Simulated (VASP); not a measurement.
Write the native input for VASP 6.6.1 that does the following.

```yaml
Task: single point
Functional: PBEsol
Dispersion: D3(BJ)
Potentials_or_basis: VASP PAW PBE potentials, release 64 (C)
Cutoff: 520 eV
k_mesh: 21 × 21 × 8
Occupations: gaussian, width 0.15 eV
Spin: no spin polarisation
Dipole_correction: no
Further_INCAR_settings: ALGO = Normal; EDIFF = 1e-06; NBANDS = 16
```

The structure of C lies in POSCAR:

```
C
1.0
    2.6047722482      0.0000000000      0.0000000000
   -1.3023861241      2.2557989380      0.0000000000
    0.0000000000      0.0000000000      6.5624632022
C
4
Direct
    0.0000000000      0.0000000000      0.0025000000
    0.0000000000      0.0000000000      0.5025000000
    0.3333333333      0.6666666667      0.0025000000
    0.6666666667      0.3333333333      0.5025000000
```

The input as run:

INCAR

```
SYSTEM = C
PREC = Accurate ; ENCUT = 520
EDIFF = 1E-6 ; ISMEAR = 0
SIGMA = 0.15 ; LREAL = .False.
LASPH = .True. ; NELM = 60
ALGO = Normal ; ISIF = 2
LWAVE = .False. ; LCHARG = .False.
GGA = PS ; IVDW = 12
NBANDS = 16
```

KPOINTS

```
regular mesh
0
Gamma
  21 21 8
  0 0 0
```

Potentials or basis: VASP PAW PBE potentials, release 64 (C).

Command:

```sh
$ cat potpaw_PBE.64/C/POTCAR > POTCAR
$ mpirun -np 1 vasp_std > vasp.out
```

Results of the run:

The pressure is -38.9 GPa. The band gap on the k mesh is zero (bands 8 and 9 overlap by 0.05 eV). The dispersion energy per atom is -0.106 eV.

Caveat: the cell stands under tension; the PAW data sets were made with another functional, which shifts forces and pressure a little.

It took 51 s on 1 thread of Intel(R) Xeon(R) 6975P-C (Granite Rapids), on a shared host, peak memory 0.22 GiB.
